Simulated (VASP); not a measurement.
## Co: relaxation of cell and atoms with PBEsol

The system is Co.

```
Co
1.0
     2.48736    0.00000    0.00000
    -1.24368    2.15412    0.00000
     0.00000    0.00000    4.06329
Co
2
Direct
  0.33333 0.66667 0.74014
  0.66667 0.33333 0.25986
```

* Program: VASP 6.6.1
* Task: relaxation of cell and atoms
* Functional: PBEsol
* Potentials or basis: VASP PAW PBE potentials, release 64 (Co)
* Cutoff: 600 eV
* k mesh: 12 × 12 × 7
* Occupations: fermi-dirac, width 0.05 eV
* Spin: collinear spin, ferromagnetic start
* Starting moments: [2.0, 2.0] μB
* Target pressure: 10 GPa
* Dipole correction: no
* Further INCAR settings: ALGO = Normal; EDIFF = 1e-06; IBRION = 2; EDIFFG = -0.01; NSW = 60; ISIF = 3

* Relaxed volume: 9.93 Å³/atom
* Relaxed cell: a = 2.421 Å, b = 2.421 Å, c = 3.911 Å, α = 90.00°, β = 90.00°, γ = 120.00°
* Space group after relaxing (to 0.1 Å): P6_3/mmc (No. 194)
* Energy change on relaxing (the run minimises the enthalpy): -18.0 meV/atom
* Ionic steps: 8
* Pressure after relaxing: 10.0 GPa
* Net moment: 3.01 μB per cell
* Site moments: Co +1.50 μB
* Valence electrons inside the program's atomic spheres: Co 8.46

Stress tensor (GPa, compression positive):
```
10.12  0.00  0.00
 0.00 10.12  0.00
 0.00  0.00  9.89
```

The path:
```csv
step,energy change (eV),largest force (eV/Å),pressure (GPa),volume (Å³)
1,0.0000,0.4293,-10.11,21.77
2,0.3658,0.6390,53.31,17.74
3,-0.0200,0.6114,9.98,19.91
4,-0.0162,0.6157,10.93,19.85
5,-0.0308,0.0572,11.11,19.78
6,-0.0306,0.0041,11.24,19.78
7,-0.0427,0.0011,8.35,19.98
8,-0.0361,0.0013,10.04,19.86
```

Final structure:
```
CELL_PARAMETERS angstrom
2.42134 0.00000 0.00000
-1.21067 2.09694 0.00000
0.00000 0.00000 3.91125
ATOMIC_POSITIONS crystal
Co 0.33333 0.66667 0.74998
Co 0.66667 0.33333 0.25002
```

Levels at points of the mesh, in eV from the Fermi level:
Spin up:
```
           k point  band 8  band 9  band 10  band 11  band 12  band 13
(0.00, 0.00, 0.00)   -1.90   -1.90    -0.63    -0.63    -0.16     7.20
(0.50, 0.00, 0.00)   -0.48   -0.36    -0.31     1.58     3.79    10.40
```
Spin down:
| k point | band 5 | band 6 | band 7 | band 8 | band 9 | band 10 |
| --- | --- | --- | --- | --- | --- | --- |
| (0.00, 0.00, 0.00) | -1.17 | -0.75 | -0.75 | -0.27 | -0.27 | -0.12 |
| (0.50, 0.00, 0.00) | -1.34 | -1.22 | -0.75 | 1.26 | 1.42 | 1.45 |

Run time: 10 min on 1 thread of Intel Xeon 8259CL, on a shared host, peak memory 0.17 GiB.

Caveat: the cell is relaxed towards a set pressure, so the run minimises the enthalpy, not the energy; the PAW data sets were made with another functional, which shifts forces and pressure a little.
